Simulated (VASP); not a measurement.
# CoSi (zincblende type) (F-43m) in VASP: further runs, part 2 of 2

VASP 6.6.1. The steps go on from the part before.

## 4. Relaxation of cell and atoms, PBE, target pressure 210 GPa, at which the enthalpy is minimised

This run uses another cell than the first one, of 8.43 Å³/atom.

INCAR reads:

```
PREC     = Accurate       # precision mode
ENCUT    = 600            # plane-wave cutoff, eV
EDIFF    = 1E-6           # SCF threshold, eV
ISMEAR   = -1             # smearing method
SIGMA    = 0.05           # smearing width, eV
LREAL    = False          # projectors in reciprocal space
LASPH    = True           # aspherical terms in the spheres
NELM     = 80             # most SCF steps
ALGO     = Normal         # electronic algorithm
ISIF     = 3              # what is computed and relaxed
LWAVE    = False          # write WAVECAR
LCHARG   = False          # write CHGCAR
GGA      = PE             # functional
IBRION   = 2              # ionic algorithm
NSW      = 60             # ionic steps
EDIFFG   = -0.005         # ionic threshold
PSTRESS  = 2100.0
```

KPOINTS reads:

```
Automatic mesh
0
Gamma
  15 15 15
```

POSCAR reads:

```
CoSi
1.0
    0.0000000000      2.0349009838      2.0349009838
    2.0349009838      0.0000000000      2.0349009838
    2.0349009838      2.0349009838      0.0000000000
Co Si
1 1
Direct
    0.0000000000      0.0000000000      0.0000000000
    0.2500000000      0.2500000000      0.2500000000
```

Potentials or basis: VASP PAW PBE potentials, release 64 (Co, Si).

Command:

```console
> cat potpaw_PBE.64/Co/POTCAR potpaw_PBE.64/Si/POTCAR > POTCAR
> mpirun -np 1 vasp_std > vasp.out
```

OUTCAR:

```text
PREC = Accurate
   ENCUT = 600
   EDIFF = 1E-6
   ISMEAR = -1
   LREAL = False
   LASPH = True
   NELM = 80
   ISIF = 3
   GGA = PE
   IBRION = 2
   NSW = 60
   EDIFFG = -0.005
   PSTRESS = 2100.0

 ion  position               nearest neighbor table
   1  0.000  0.000  0.000-   2 1.76   2 1.76   2 1.76   2 1.76
   2  0.250  0.250  0.250-   1 1.76   1 1.76   1 1.76   1 1.76

  LATTYP: Found a face centered cubic cell.
 ALAT       =     4.0698019676

  Lattice vectors:

 A1 = (   0.0000000000,   2.0349009838,   2.0349009838)
 A2 = (   2.0349009838,   0.0000000000,   2.0349009838)
 A3 = (   2.0349009838,   2.0349009838,   0.0000000000)

Analysis of symmetry for initial positions (statically):
=====================================================================
 Subroutine PRICEL returns:
 Original cell was already a primitive cell.

 Routine SETGRP: Setting up the symmetry group for a
 face centered cubic supercell.

 Subroutine GETGRP returns: Found 24 space group operations
 (whereof 24 operations were pure point group operations)
 out of a pool of 48 trial point group operations.

The static configuration has the point symmetry T_d .

Analysis of symmetry for dynamics (positions and initial velocities):
=====================================================================
 Subroutine PRICEL returns:
 Original cell was already a primitive cell.

 Routine SETGRP: Setting up the symmetry group for a
 face centered cubic supercell.

[... 189 lines left out ...]

 number of electron      12.9999998 magnetization

 E-fermi :   7.7962     XC(G=0): -11.2747

 val. band max:        7.7939921737   @ k =  -0.3333   0.3333   0.0000
 cond. band min:       7.8351222045   @ k =  -0.3333   0.1333   0.0000
 fundamental gap:      0.0411300308
 Fermi energy:         7.7961972010

 k-point     1 :       0.0000    0.0000    0.0000
  band No.  band energies     occupation
      1      -2.9983      2.00000
      2       5.0421      2.00000
      3       5.0421      2.00000
      4       5.0421      2.00000
      5       6.4820      2.00000
      6       6.4820      2.00000
      7      15.4143      0.00000
      8      15.4143      0.00000
      9      15.4143      0.00000
     10      16.0811      0.00000
[... 370 lines left out ...]
  energy  without entropy=       -6.3730119143  energy(sigma->0) =       -6.37544502

  enthalpy is  TOTEN    =        18.1510380878 eV   P V=       24.5289162162

[... ionic steps 4 to 14 ...]

--------------------------------------- Ionic step       15  -------------------------------------------

 number of electron      12.9999995 magnetization

------------------------ aborting loop because EDIFF is reached ----------------------------------------
[... 71 lines left out ...]
--------------------------------------- Ionic step       17  -------------------------------------------

 number of electron      12.9999995 magnetization

 Free energy of the ion-electron system (eV)
  ---------------------------------------------------
  ext. energy  EPLUGINS =         0.00000000
  ---------------------------------------------------
  free energy    TOTEN  =        -5.89451835 eV

  energy without entropy =       -5.88968255  energy(sigma->0) =       -5.89210045

 E-fermi :  14.4193     XC(G=0): -13.4493

 val. band max:       14.3949697549   @ k =   0.4667   0.2000   0.0667
 cond. band min:      14.4217182528   @ k =  -0.3333   0.2667   0.0000
 fundamental gap:      0.0267484979
 Fermi energy:        14.4192574902

 k-point     1 :       0.0000    0.0000    0.0000
  band No.  band energies     occupation
      1       0.3873      2.00000
      2       9.7870      2.00000
      3       9.7870      2.00000
      4       9.7870      2.00000
      5      11.6124      2.00000
      6      11.6124      2.00000
      7      23.8419      0.00000
      8      23.8419      0.00000
      9      23.8419      0.00000
     10      26.7240      0.00000
[... 332 lines left out ...]
  energy  without entropy=       -5.8896825529  energy(sigma->0) =       -5.89210045

  enthalpy is  TOTEN    =        18.1322554954 eV   P V=       24.0267738456

 reached required accuracy - stopping structural energy minimisation
```

Run time: 2.5 min. Hardware: 1 thread of Intel Xeon 8259CL, shared host; peak memory 0.17 GiB.

What came out:

| Quantity | Value |
| --- | --- |
| Free energy | -5.8945 eV |
| Relaxed volume | 9.17 Å³/atom |
| Relaxed cell | a = 2.960 Å, b = 2.960 Å, c = 2.960 Å, α = 60.00°, β = 60.00°, γ = 60.00° |
| Space group after relaxing (to 0.1 Å) | F-43m (No. 216) |
| Energy change on relaxing (the run minimises the enthalpy) | -1130.0 meV/atom |
| Ionic steps | 17 |
| Pressure after relaxing | 210.1 GPa |
| Band gap on the k mesh | zero (an odd number of electrons rules out a gap without spin polarisation) |

The path:
| step | energy change (eV) | largest force (eV/Å) | pressure (GPa) | volume (Å³) |
| --- | --- | --- | --- | --- |
| 1 | 0.0000 | 0.0000 | 283.62 | 16.85 |
| 2 | -7.7886 | 0.0000 | 23.17 | 28.17 |
| 3 | -2.7433 | 0.0000 | 194.41 | 18.71 |
| 4 | -2.2844 | 0.0000 | 209.28 | 18.35 |
| 5 | -2.2441 | 0.0000 | 210.53 | 18.32 |
| 6 | -2.2448 | 0.0000 | 210.39 | 18.32 |
| 7 | -2.2467 | 0.0000 | 210.51 | 18.32 |
| 8 | -2.2467 | 0.0000 | 210.48 | 18.32 |
| 9 | -2.2467 | 0.0000 | 210.47 | 18.32 |
| 10 | -2.2467 | 0.0000 | 210.47 | 18.32 |
| 11 | -2.2468 | 0.0000 | 210.45 | 18.32 |
| 12 | -2.2471 | 0.0000 | 210.42 | 18.32 |
| 13 | -2.2475 | 0.0000 | 210.35 | 18.32 |
| 14 | -2.2483 | 0.0000 | 210.20 | 18.32 |
| 15 | -2.2500 | 0.0000 | 210.40 | 18.32 |
| 16 | -2.2533 | 0.0000 | 210.28 | 18.33 |
| 17 | -2.2600 | 0.0000 | 210.07 | 18.33 |

Final structure:
```
Co Si
1.0
     0.00000    2.09276    2.09276
     2.09276    0.00000    2.09276
     2.09276    2.09276    0.00000
Co Si
1 1
Direct
  0.00000 0.00000 0.00000
  0.25000 0.25000 0.25000
```

Caveat: the cell is relaxed towards a set pressure, so the run minimises the enthalpy, not the energy; the run has no spin polarisation, though such a crystal can be magnetic. Spin polarisation is off, so any magnetic state and its effect on volume and gap are missing.

## 5. Relaxation of cell and atoms, PBE, target pressure 210 GPa, at which the enthalpy is minimised

INCAR reads:

```
PREC = Accurate
ENCUT = 600
EDIFF = 1E-6
ISMEAR = -1
SIGMA = 0.05
LREAL = F
LASPH = T
NELM = 100
ALGO = Normal
ISIF = 3
LWAVE = F
LCHARG = F
GGA = PE
IBRION = 2
NSW = 32
EDIFFG = -0.005
PSTRESS = 2100.0
```

KPOINTS is that of step 4.

POSCAR reads:

```
CoSi
1.0
    0.0000000000      2.0890972439      2.0890972439
    2.0890972439      0.0000000000      2.0890972439
    2.0890972439      2.0890972439      0.0000000000
Co Si
1 1
Direct
    0.0000000000      0.0000000000      0.0000000000
    0.2500000000      0.2500000000      0.2500000000
```

Command:

```console
> cat potpaw_PBE.64/Co/POTCAR potpaw_PBE.64/Si/POTCAR > POTCAR
> mpirun -np 1 vasp_std > vasp.out
```

It took 48 s on 1 thread of Intel Xeon 8259CL, shared host; peak memory 0.17 GiB.

Results (log left out):

```yaml
Free_energy: -5.8984 eV
Relaxed_volume: 9.17 Å³/atom
Relaxed_cell: a = 2.960 Å, b = 2.960 Å, c = 2.960 Å, α = 60.00°, β = 60.00°, γ = 60.00°
Space_group_after_relaxing_to_0.1_Å: F-43m (No. 216)
Energy_change_on_relaxing_the_run_minimises_the_enthalpy: -65.0 meV/atom
Ionic_steps: 3
Pressure_after_relaxing: 210.0 GPa
Band_gap_on_the_k_mesh: zero (an odd number of electrons rules out a gap without spin polarisation)
```

Step by step:
| step | energy change (eV) | largest force (eV/Å) | pressure (GPa) | volume (Å³) |
| --- | --- | --- | --- | --- |
| 1 | 0.0000 | 0.0000 | 214.12 | 18.24 |
| 2 | -0.7861 | 0.0000 | 188.71 | 18.86 |
| 3 | -0.1300 | 0.0000 | 209.96 | 18.33 |

Final structure:
```yaml
crystal:
  lattice:
    - [0.00000, 2.09284, 2.09284]
    - [2.09284, 0.00000, 2.09284]
    - [2.09284, 2.09284, 0.00000]
  atoms:
    - { symbol: Co, position: [0.00000, 0.00000, 0.00000] }
    - { symbol: Si, position: [0.25000, 0.25000, 0.25000] }
```

Levels at points of the mesh, in eV from the Fermi level:
| k point | band 3 | band 4 | band 5 | band 6 | band 7 | band 8 | band 9 | band 10 |
| --- | --- | --- | --- | --- | --- | --- | --- | --- |
| (0.00, 0.00, 0.00) | -4.63 | -4.63 | -2.81 | -2.81 | 9.42 | 9.42 | 9.42 | 12.30 |

Caveat: the cell is relaxed towards a set pressure, so the run minimises the enthalpy, not the energy; the run has no spin polarisation, though such a crystal can be magnetic. Spin polarisation is off, so any magnetic state and its effect on volume and gap are missing.

## 6. The runs side by side

| task | cell | cutoff (eV) | gap on the mesh (eV) | pressure (GPa) |
| --- | --- | --- | --- | --- |
| single point | a = 2.954 Å, angles 60.0°, 2 atoms | 520 | none | 214.2 |
| single point | a = 2.955 Å, angles 60.0°, 2 atoms | 520 | none | 213.5 |
| relaxation of cell and atoms | relaxed to 210 GPa from a = 2.878 Å, angles 60.0°, 2 atoms | 600 | none | 210.1 |
| relaxation of cell and atoms | relaxed to 210 GPa from a = 2.954 Å, angles 60.0°, 2 atoms | 600 | none | 210.0 |

Alike in all rows: level PBE; potentials or basis VASP PAW PBE potentials, release 64 (Co, Si); no spin polarisation; k mesh 15 × 15 × 15; smearing fermi-dirac 0.05 eV.

Caveats: the run has no spin polarisation, though such a crystal can be magnetic; the cell stands under pressure (at least some runs); the cell is relaxed towards a set pressure, so the run minimises the enthalpy, not the energy (at least some runs).

Total energies depend on the potentials used, so only differences within one code and one set of settings carry meaning.
